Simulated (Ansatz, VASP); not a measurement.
Ir in VASP and in Ansatz

```
Ir
1.0
     0.00000    2.78593    2.78593
     2.78593    0.00000    2.78593
     2.78593    2.78593    0.00000
Ir
2
Cartesian
  0.0000 0.0000 0.0000
  1.3930 1.3930 1.3930
```

Alike in both runs: functional PBE; k mesh 6 × 6 × 6; occupations gaussian, width 0.1 eV; no spin polarisation.

Ansatz relaxed the structure, and its values are those at the end. VASP's run is a single point on that final structure, the one shown.

```csv
,VASP,Ansatz
version,VASP 6.6.1,Ansatz 0.2.0
potentials or method,"VASP PAW PBE potentials, release 64 (Ir), cutoff 520 eV","scalar-relativistic, plane waves, PAW"
valence electrons in the cell,18,34
```

Ansatz gave:

| Quantity | Value |
| --- | --- |
| gap on the k mesh at the Fermi level (eV) | none |
| pressure (GPa) | 0.0 |

Question: What did VASP give for the same quantities?

Answer: gap on the k mesh at the Fermi level (eV): none; pressure (GPa): -0.3.

A gap of «none» marks a metal or a gap that the smearing closes. VASP's potentials hold 18 valence electrons a cell and Ansatz's 34, so a difference there can come from the potentials and not from the codes.

Spin-orbit coupling is off throughout.
